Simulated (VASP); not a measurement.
Input of a VASP 6.6.1 run:

The input INCAR:

```
PREC = Accurate
ENCUT = 520
EDIFF = 1E-8
ISMEAR = -1
SIGMA = 0.08
LREAL = False
LASPH = True
NELM = 80
ALGO = Normal
ISIF = 2
LWAVE = False
LCHARG = False
LEFG = True
NBANDS = 18
```

File KPOINTS:

```
regular mesh
0
Gamma
  10 10 10
```

Contents of POSCAR:

```
SrCd
1.0
    4.0815101282      0.0000000000      0.0000000000
    0.0000000000      4.0815101282      0.0000000000
    0.0000000000      0.0000000000      4.0815101282
Sr Cd
1 1
Direct
    0.5000000000      0.5000000000      0.5000000000
    0.0000000000      0.0000000000      0.0000000000
```

Potentials or basis: VASP PAW LDA potentials, release 64 (Sr_sv, Cd).

Launch:

```bash
$ cat potpaw_LDA.64/Sr_sv/POTCAR potpaw_LDA.64/Cd/POTCAR > POTCAR
$ mpirun -np 1 vasp_std > vasp.out
```

(1) Predict the pressure.

(2) Estimate the band gap on the k mesh.

Answers

(1) -3.1 GPa.

(2) zero (band 11 reaches 3.13 eV, above the bottom of band 12 at 1.13 eV).

Caveat: without QUAD_EFG the Cq values of the log hold for a quadrupole moment of 1 mb, not for the nuclei.
